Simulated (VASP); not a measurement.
# SiO2 (I-42d) in VASP: notebook

The runs below take SiO2 through relaxation of shape and atoms at fixed volume, with PBE.

All numbers are computed with VASP 6.6.1; they aren't measurements. Logs are shortened: lines on timing, memory, paths and dates and some standing lists are left out, and cuts for length are marked.

**1. The cell of the first run**

It takes space group I-42d (No. 122, tetragonal). The conventional cell has a = 5.077 Å, b = 5.077 Å, c = 7.452 Å, α = 90.00°, β = 90.00°, γ = 90.00°. Si (site symmetry -4) has 4 O at 1.64 Å within 2.2 Å. O (site symmetry 2) has 2 Si at 1.64 Å within 2.2 Å.

**2. Relaxation of shape and atoms at fixed volume, PBE (16.01 Å³/atom)**

Input file INCAR:

```
  PREC = Accurate
  ENCUT = 600
  EDIFF = 1E-7
  ISMEAR = 0
  SIGMA = 0.02
  LREAL = F
  LASPH = T
  NELM = 80
  ALGO = Normal
  ISIF = 4
  LWAVE = F
  LCHARG = F
  GGA = PE
  IBRION = 2
  NSW = 50
  EDIFFG = -0.01
```

Input file KPOINTS:

```
Automatic mesh
0
Gamma
  6 6 6
```

Input file POSCAR:

```
SiO2
1.0
   -2.5386369048      2.5386369048      3.7259910166
    2.5386369048     -2.5386369048      3.7259910166
    2.5386369048      2.5386369048     -3.7259910166
Si O
2 4
Direct
    0.0000000000      0.0000000000      0.0000000000
    0.7500000000      0.2500000000      0.5000000000
    0.9668890694      0.6250000000      0.8418890694
    0.3750000000      0.2168890694      0.3418890694
    0.7831109306      0.1250000000      0.1581109306
    0.8750000000      0.0331109306      0.6581109306
```

Potentials or basis: VASP PAW PBE potentials, release 64 (Si, O).

Run with:

```
> cat potpaw_PBE.64/Si/POTCAR potpaw_PBE.64/O/POTCAR > POTCAR
> mpirun -np 1 vasp_std > vasp.out
```

OUTCAR:

```text
PREC = Accurate
   ENCUT = 600
   EDIFF = 1E-7
   ISMEAR = 0
   LREAL = F
   LASPH = T
   NELM = 80
   ISIF = 4
   GGA = PE
   IBRION = 2
   NSW = 50
   EDIFFG = -0.01

 ion  position               nearest neighbor table
   1  0.000  0.000  0.000-   3 1.64   5 1.64   4 1.64   6 1.64
   2  0.750  0.250  0.500-   4 1.64   6 1.64   5 1.64   3 1.64
   3  0.967  0.625  0.842-   1 1.64   2 1.64
   4  0.375  0.217  0.342-   2 1.64   1 1.64
   5  0.783  0.125  0.158-   1 1.64   2 1.64
   6  0.875  0.033  0.658-   2 1.64   1 1.64

  LATTYP: Found a body centered tetragonal cell.
 ALAT       =     5.0772738096
 C/A-ratio  =     1.4677132478

  Lattice vectors:

 A1 = (  -2.5386369048,   2.5386369048,   3.7259910166)
 A2 = (   2.5386369048,  -2.5386369048,   3.7259910166)
 A3 = (   2.5386369048,   2.5386369048,  -3.7259910166)

Analysis of symmetry for initial positions (statically):
=====================================================================
 Subroutine PRICEL returns:
 Original cell was already a primitive cell.

 Routine SETGRP: Setting up the symmetry group for a
 body centered tetragonal supercell.

 Subroutine GETGRP returns: Found  8 space group operations
 (whereof  4 operations were pure point group operations)
 out of a pool of 16 trial point group operations.

The static configuration has the point symmetry S_4 .
 The point group associated with its full space group is D_2d.

Analysis of symmetry for dynamics (positions and initial velocities):
=====================================================================
 Subroutine PRICEL returns:
 Original cell was already a primitive cell.

 Routine SETGRP: Setting up the symmetry group for a
 body centered tetragonal supercell.

 Subroutine GETGRP returns: Found  8 space group operations
 (whereof  4 operations were pure point group operations)
 out of a pool of 16 trial point group operations.

The dynamic configuration has the point symmetry S_4 .
 The point group associated with its full space group is D_2d.

 Subroutine INISYM returns: Found  8 space group operations
 (whereof  4 operations are pure point group operations),
 and found     1 'primitive' translations

----------------------------------------------------------------------------------------

                                     Primitive cell

  volume of cell :      96.0512

  direct lattice vectors                    reciprocal lattice vectors
    -2.538636905  2.538636905  3.725991017     0.000000000  0.196956091  0.134192487
     2.538636905 -2.538636905  3.725991017     0.196956091  0.000000000  0.134192487
     2.538636905  2.538636905 -3.725991017     0.196956091  0.196956091  0.000000000

  length of vectors
     5.174201748  5.174201748  5.174201748     0.238326090  0.238326090  0.278537974

  position of ions in fractional coordinates (direct lattice)
     0.000000000  0.000000000  0.000000000
     0.750000000  0.250000000  0.500000000
     0.966889069  0.625000000  0.841889069
     0.375000000  0.216889069  0.341889069
     0.783110931  0.125000000  0.158110931
     0.875000000  0.033110931  0.658110931

  ion indices of the primitive-cell ions
   primitive index   ion index
                 1           1
                 2           2
                 3           3
                 4           4
                 5           5
                 6           6

----------------------------------------------------------------------------------------

 KPOINTS: Automatic mesh

Automatic generation of k-mesh.
 Grid dimensions read from file:
 generate k-points for:    6    6    6

 Generating k-lattice:

  Cartesian coordinates                     Fractional coordinates (reciprocal lattice)
     0.000000000  0.032826015  0.022365414     0.166666667  0.000000000  0.000000000
     0.032826015  0.000000000  0.022365414     0.000000000  0.166666667  0.000000000
     0.032826015  0.032826015  0.000000000     0.000000000  0.000000000  0.166666667

  Length of vectors
     0.039721015  0.039721015  0.046422996

  Shift w.r.t. Gamma in fractional coordinates (k-lattice)
     0.000000000  0.000000000  0.000000000

 Subroutine IBZKPT returns following result:
 ===========================================

 Found     30 irreducible k-points:

 Following reciprocal coordinates:
            Coordinates               Weight
  0.000000  0.000000  0.000000      1.000000
  0.166667  0.000000  0.000000      8.000000
  0.333333  0.000000  0.000000      8.000000
  0.500000  0.000000 -0.000000      4.000000
  0.166667  0.166667  0.000000      8.000000
  0.333333  0.166667 -0.000000     16.000000
[... 16 lines left out ...]
 -0.333333 -0.333333  0.166667      8.000000
 -0.166667 -0.333333  0.166667      8.000000
 [... further k-points ...]
   k-points           NKPTS =     30   k-points in BZ     NKDIM =     30   number of bands    NBANDS=     20
   number of dos      NEDOS =    301   number of ions     NIONS =      6
   total plane-waves  NPLWV =  74088
   dimension x,y,z NGX =    42 NGY =   42 NGZ =   42
   dimension x,y,z NGXF=    84 NGYF=   84 NGZF=   84
   ions per type =               2   4
   NGX,Y,Z   is equivalent  to a cutoff of  13.49, 13.49, 13.49 a.u.
   NGXF,Y,Z  is equivalent  to a cutoff of  26.99, 26.99, 26.99 a.u.
 SYSTEM =  unknown system
   PREC   = accura    normal or accurate (medium, high low for compatibility)
   ISTART =      0    job   : 0-new  1-cont  2-samecut
   ICHARG =      2    charge: 1-file 2-atom 10-const
   ISPIN  =      1    spin polarized calculation?
   LNONCOLLINEAR =      F non collinear calculations
   LSORBIT =      F    spin-orbit coupling
   LASPH  =      T    aspherical Exc in radial PAW
   ENCUT  =  600.0 eV  44.10 Ry    6.64 a.u.  10.33 10.33 10.33*2*pi/ulx,y,z
   NELM   =     80;   NELMIN=  2; NELMDL= -5     # of ELM steps
   EDIFF  = 0.1E-06   stopping-criterion for ELM
   LREAL  =      F    real-space projection
   EDIFFG = -.1E-01   stopping-criterion for IOM
   NSW    =     50    number of steps for IOM
   IBRION =      2    ionic relax: 0-MD 1-quasi-New 2-CG
   NFREE  =      1    steps in history (QN), initial steepest desc. (CG)
   ISIF   =      4    stress and relaxation
   ISYM   =      2    0-nonsym 1-usesym 2-fastsym
   POTIM  = 0.5000    time-step for ionic-motion
   TEBEG  =    0.0;   TEEND  =   0.0 temperature during run
   PSTRESS=    0.0 pullay stress
   NELECT =      32.0000    total number of electrons
   NUPDOWN=      -1.0000    fix difference up-down
   EMIN   =  10.00;   EMAX   =-10.00  energy-range for DOS
   EFERMI =   0.00;   METHOD = LEGACY
   ISMEAR =     0;   SIGMA  =   0.02  broadening in eV -4-tet -1-fermi 0-gaus
   EFERMI_NEDOS =   21; number of points for ismear=-14 and -15
   IALGO  =     38    algorithm
   IMIX   =      4    mixing-type and parameters
     AMIX     =   0.40;   BMIX     =  1.00
     AMIX_MAG =   1.60;   BMIX_MAG =  1.00
  volume/ion in A,a.u.               =      16.01       108.03
  Fermi-wavevector in a.u.,A,eV,Ry     =   1.134899  2.144648 17.524242  1.287995
  Thomas-Fermi vector in A             =   2.271603
   LORBIT       =      0    0 simple, 1 ext, 2 COOP (PROOUT), +10 PAW based schemes
   GGA     = PE    functional components
   LHFCALC =     F    Hartree Fock is set to
   AEXX    =    0.0000 exact exchange contribution
   IVDW    =     0    specifies the selected vdW correction
   LEPSILON=     F    determine dielectric tensor
   LRPA    =     F    only Hartree local field effects (RPA)
 conjugate gradient relaxation of ions
 non-spin polarized calculation
 Gauss-broadening in eV      SIGMA  =   0.02
  energy-cutoff  :      600.00
  volume of cell :       96.05
 maximum number of plane-waves:      3230
 NGX is ok and might be reduce to    42
   NGX = 21   NGY = 21   NGZ = 21

--------------------------------------- Ionic step        1  -------------------------------------------

 number of electron      32.0000000 magnetization

 Free energy of the ion-electron system (eV)
  ---------------------------------------------------
  ext. energy  EPLUGINS =         0.00000000
  ---------------------------------------------------
  free energy    TOTEN  =       -47.47320661 eV

  energy without entropy =      -47.47320661  energy(sigma->0) =      -47.47320661

------------------------ aborting loop because EDIFF is reached ----------------------------------------

  FORCE on cell =-STRESS in cart. coord.  units (eV):
  Direction    XX          YY          ZZ          XY          YZ          ZX
  --------------------------------------------------------------------------------------
  -------------------------------------------------------------------------------------
  Total       -2.6343665     -2.6343665     -2.6098405      0.0000000     -0.0000000      0.0000000
  in kB      -43.9424026    -43.9424026    -43.5332981      0.0000000     -0.0000000      0.0000000
  external PRESSURE =     -43.8060344 kB  Pullay stress =       0.0000000 kB
[... 225 lines left out ...]
  energy  without entropy=      -47.5069691906  energy(sigma->0) =      -47.50696919

--------------------------------------- Ionic step        7  -------------------------------------------

 number of electron      32.0000001 magnetization

 Free energy of the ion-electron system (eV)
  ---------------------------------------------------
  ext. energy  EPLUGINS =         0.00000000
  ---------------------------------------------------
  free energy    TOTEN  =       -47.50735402 eV

  energy without entropy =      -47.50735402  energy(sigma->0) =      -47.50735402

 E-fermi :  -0.5903     XC(G=0):  -7.8426

 val. band max:       -0.7649107377   @ k =   0.0000   0.0000   0.0000
 cond. band min:       4.8704180691   @ k =   0.0000   0.0000   0.0000
 fundamental gap:      5.6353288068
 Fermi energy:        -0.5903315443

 k-point     1 :       0.0000    0.0000    0.0000
  band No.  band energies     occupation
      1     -19.8988      2.00000
      2     -17.9175      2.00000
      3     -17.9175      2.00000
      4     -17.8739      2.00000
      5     -10.1791      2.00000
      6      -6.3402      2.00000
[... 12 lines left out ...]
     19       9.0355      0.00000
[... 513 lines left out ...]
      4     -17.9214      2.00000
      5      -9.4256      2.00000
      6      -6.7108      2.00000
[... 12 lines left out ...]
     19       8.8211      0.00000
     20       9.3845      0.00000

 [... further k-points ...]
[... 5 lines left out ...]
  --------------------------------------------------------------------------------------
  -------------------------------------------------------------------------------------
  Total       -0.3918405     -0.3918405     -0.3984785      0.0000000      0.0000000      0.0000000
  in kB       -6.5360728     -6.5360728     -6.6467976      0.0000000      0.0000000      0.0000000
  external PRESSURE =      -6.5729810 kB  Pullay stress =       0.0000000 kB
[... 21 lines left out ...]
  FREE ENERGIE OF THE ION-ELECTRON SYSTEM (eV)
  ---------------------------------------------------
  free  energy   TOTEN  =       -47.5073540164 eV

  energy  without entropy=      -47.5073540164  energy(sigma->0) =      -47.50735402

 reached required accuracy - stopping structural energy minimisation
```

It took 7.7 min on 1 thread of Intel Xeon 8259CL, shared host; peak memory 0.29 GiB.

What came out:

- Free energy: -47.5074 eV
- Energy gained by relaxing: 5.7 meV/atom
- Ionic steps: 7
- Pressure after relaxing: -0.7 GPa
- Band gap on the k mesh: 5.64 eV

Forces in eV/Å, atoms in the order of the input:
```
Si   0.000  0.000  0.000
Si   0.000  0.000  0.000
O    0.000  0.002  0.000
O    0.002  0.000  0.000
O    0.000 -0.002  0.000
O   -0.002  0.000  0.000
```

Step by step:
```
step  energy change (eV)  largest force (eV/Å)  pressure (GPa)  volume (Å³)
   1              0.0000                0.2856           -4.38        96.05
   2             -0.0138                0.2139           -3.56        96.05
   3             -0.0326                0.0234           -1.15        96.05
   4             -0.0329                0.0041           -0.86        96.05
   5             -0.0329                0.0016           -0.80        96.05
   6             -0.0338                0.0021           -0.73        96.05
   7             -0.0341                0.0024           -0.66        96.05
```

Final structure:
```yaml
crystal:
  lattice:
    - [-2.54713, 2.54713, 3.70120]
    - [2.54713, -2.54713, 3.70120]
    - [2.54713, 2.54713, -3.70120]
  atoms:
    - { symbol: Si, position: [0.00000, 0.00000, 0.00000] }
    - { symbol: Si, position: [0.75000, 0.25000, 0.50000] }
    - { symbol: O, position: [0.95444, 0.62500, 0.82944] }
    - { symbol: O, position: [0.37500, 0.20444, 0.32944] }
    - { symbol: O, position: [0.79556, 0.12500, 0.17056] }
    - { symbol: O, position: [0.87500, 0.04556, 0.67056] }
```

A k mesh can miss the band edges.

**3. Relaxation of shape and atoms at fixed volume, PBE (16.47 Å³/atom)**

This run uses another cell than the first one, of 16.47 Å³/atom.

Input file INCAR:

```
SYSTEM = SiO2
PREC = Accurate ; ENCUT = 600
EDIFF = 1E-6 ; ISMEAR = 0
SIGMA = 0.02 ; LREAL = .False.
LASPH = .True. ; NELM = 60
ALGO = Normal ; ISIF = 4
LWAVE = .False. ; LCHARG = .False.
GGA = PE ; IBRION = 2
NSW = 50 ; EDIFFG = -0.01
```

Input file KPOINTS:

```
Automatic mesh
0
Gamma
  6 6 6
  0 0 0
```

Input file POSCAR:

```
SiO2
1.0
   -2.5709449715      2.5709449715      3.7387468507
    2.5709449715     -2.5709449715      3.7387468507
    2.5709449715      2.5709449715     -3.7387468507
Si O
2 4
Direct
    0.0000000000      0.0000000000      0.0000000000
    0.7500000000      0.2500000000      0.5000000000
    0.9550129766      0.6250000000      0.8300129766
    0.3750000000      0.2050129766      0.3300129766
    0.7949870234      0.1250000000      0.1699870234
    0.8750000000      0.0449870234      0.6699870234
```

Potentials or basis: VASP PAW PBE potentials, release 64 (Si, O).

Run with:

```
> cat potpaw_PBE.64/Si/POTCAR potpaw_PBE.64/O/POTCAR > POTCAR
> mpirun -np 1 vasp_std > vasp.out
```

Wall time 9.2 min (1 thread of Intel Xeon 8259CL, shared host); peak memory 0.28 GiB.

The run converged. Its results:

```yaml
Free_energy: -47.4957 eV
Energy_gained_by_relaxing: 5.5 meV/atom
Ionic_steps: 8
Pressure_after_relaxing: -1.3 GPa
Band_gap_on_the_k_mesh: 5.54 eV
```

The path:
| step | energy change (eV) | largest force (eV/Å) | pressure (GPa) | volume (Å³) |
| --- | --- | --- | --- | --- |
| 1 | 0.0000 | 0.2460 | -4.83 | 98.85 |
| 2 | -0.0105 | 0.1985 | -4.23 | 98.85 |
| 3 | -0.0289 | 0.0657 | -2.45 | 98.85 |
| 4 | -0.0316 | 0.0131 | -1.61 | 98.85 |
| 5 | -0.0317 | 0.0027 | -1.39 | 98.85 |
| 6 | -0.0317 | 0.0009 | -1.45 | 98.85 |
| 7 | -0.0325 | 0.0009 | -1.39 | 98.85 |
| 8 | -0.0327 | 0.0011 | -1.35 | 98.85 |

Final structure:
```cif
data_structure
_symmetry_space_group_name_H-M 'P 1'
_symmetry_Int_Tables_number 1
_cell_length_a 5.2062
_cell_length_b 5.2062
_cell_length_c 5.2062
_cell_angle_alpha 120.608
_cell_angle_beta 120.608
_cell_angle_gamma 88.951
_cell_volume 98.85
loop_
_atom_site_label
_atom_site_type_symbol
_atom_site_fract_x
_atom_site_fract_y
_atom_site_fract_z
_atom_site_occupancy
Si1 Si 0.00000 0.00000 0.00000 1
Si2 Si 0.75000 0.25000 0.50000 1
O1 O 0.94130 0.62500 0.81630 1
O2 O 0.37500 0.19130 0.31630 1
O3 O 0.80870 0.12500 0.18370 1
O4 O 0.87500 0.05870 0.68370 1
```

Levels at points of the mesh, in eV from the valence-band top:
```csv
k point,band 12,band 13,band 14,band 15,band 16,band 17,band 18,band 19,band 20
"(0.00, 0.00, 0.00)",-1.77,-1.75,-0.38,0.00,0.00,5.54,8.65,9.38,9.46
"(0.50, 0.00, 0.00)",-1.74,-1.66,-0.87,-0.70,-0.08,7.64,8.48,9.13,9.96
"(0.50, 0.50, 0.00)",-2.20,-1.15,-1.15,-0.47,-0.47,8.55,8.55,10.03,10.03
"(0.50, 0.50, 0.50)",-2.20,-1.40,-1.40,-0.48,-0.48,8.47,8.47,10.53,10.53
```

A k mesh can miss the band edges.
